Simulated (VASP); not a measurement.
**Hg: relaxation of cell and atoms with PBEsol**

Hg:

```
CELL_PARAMETERS angstrom
-1.44683 1.44683 1.44683
1.44683 -1.44683 1.44683
1.44683 1.44683 -1.44683
ATOMIC_POSITIONS crystal
Hg 0.00000 0.00000 0.00000
```

```
Program                : VASP 6.6.1
Task                   : relaxation of cell and atoms
Functional             : PBEsol
Potentials or basis    : VASP PAW PBE potentials, release 64 (Hg)
Cutoff                 : 600 eV
k mesh                 : 19 × 19 × 19
Occupations            : fermi-dirac, width 0.05 eV
Spin                   : no spin polarisation
Target pressure        : 230 GPa
Dipole correction      : no
Further INCAR settings : ALGO = Normal; EDIFF = 1e-07; IBRION = 2; EDIFFG = -0.005; NSW = 32; ISIF = 3
```

* Relaxed volume: 12.27 Å³/atom
* Relaxed cell: a = 2.517 Å, b = 2.517 Å, c = 2.517 Å, α = 109.47°, β = 109.47°, γ = 109.47°
* Space group after relaxing (to 0.05 Å): Im-3m (No. 229)
* Energy change on relaxing (the enthalpy is what falls): -235.2 meV/atom
* Ionic steps: 4
* Pressure after relaxing: 230.0 GPa
* Band gap on the k mesh: zero (band 6 reaches 14.27 eV, above the bottom of band 7 at 11.75 eV)

Step by step:
```csv
step,energy change (eV),largest force (eV/Å),pressure (GPa),volume (Å³)
1,0.0000,0.0000,243.82,12.11
2,-2.1108,0.0000,121.92,14.04
3,-0.2548,0.0000,228.84,12.29
4,-0.2352,0.0000,229.98,12.27
```

Final structure:
```xyz
1
Lattice="-1.4531 1.4531 1.4531 1.4531 -1.4531 1.4531 1.4531 1.4531 -1.4531" Properties=species:S:1:pos:R:3 pbc="T T T"
Hg    0.0000    0.0000    0.0000
```

Levels at points of the mesh, in eV from the Fermi level:
```csv
k point,band 2,band 3,band 4,band 5,band 6,band 7,band 8,band 9,band 10
"(0.00, 0.00, 0.00)",-12.73,-12.73,-12.73,-9.85,-9.85,14.50,14.50,14.50,24.60
```

Wall time 33 s on 1 thread of Intel(R) Xeon(R) 6975P-C (Granite Rapids), with other jobs on the host, peak memory 0.16 GiB.

Caveat: the cell is relaxed towards a set pressure, so the enthalpy falls and the energy may rise; the PAW data sets were made with another functional, which shifts forces and pressure a little; spin-orbit coupling is left out, which moves the levels of the heavy elements.
